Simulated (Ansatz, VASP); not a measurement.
## Na: VASP beside Ansatz

```xyz
1
Lattice="3.5498 0.0000 0.0000 0.0000 3.5498 0.0000 0.0000 0.0000 3.5498" Properties=species:S:1:pos:R:3 pbc="T T T"
Na    0.0000    0.0000    0.0000
```

Alike in both runs: task single point; functional r2SCAN; k mesh 10 × 10 × 10; occupations fermi-dirac, width 0.1 eV; no spin polarisation.

|  | VASP | Ansatz |
| --- | --- | --- |
| version | VASP 6.6.1 | Ansatz 0.2.0 |
| potentials or method | VASP PAW PBE potentials, release 64 (Na_pv), cutoff 520 eV | plane waves (500 eV) with PAW, scalar-relativistic |
| valence electrons in the cell | 7 | 9 |

|  | VASP | Ansatz | Ansatz less VASP |
| --- | --- | --- | --- |
| pressure (GPa) | -0.6 | -0.6 | +0.03 |

VASP's potentials were made for PBE, not for r2SCAN. The functional is the same, so the differences come from potentials, cutoffs and numerics. VASP's potentials hold 7 valence electrons a cell and Ansatz's 9, so a difference there can come from the potentials and not from the codes.
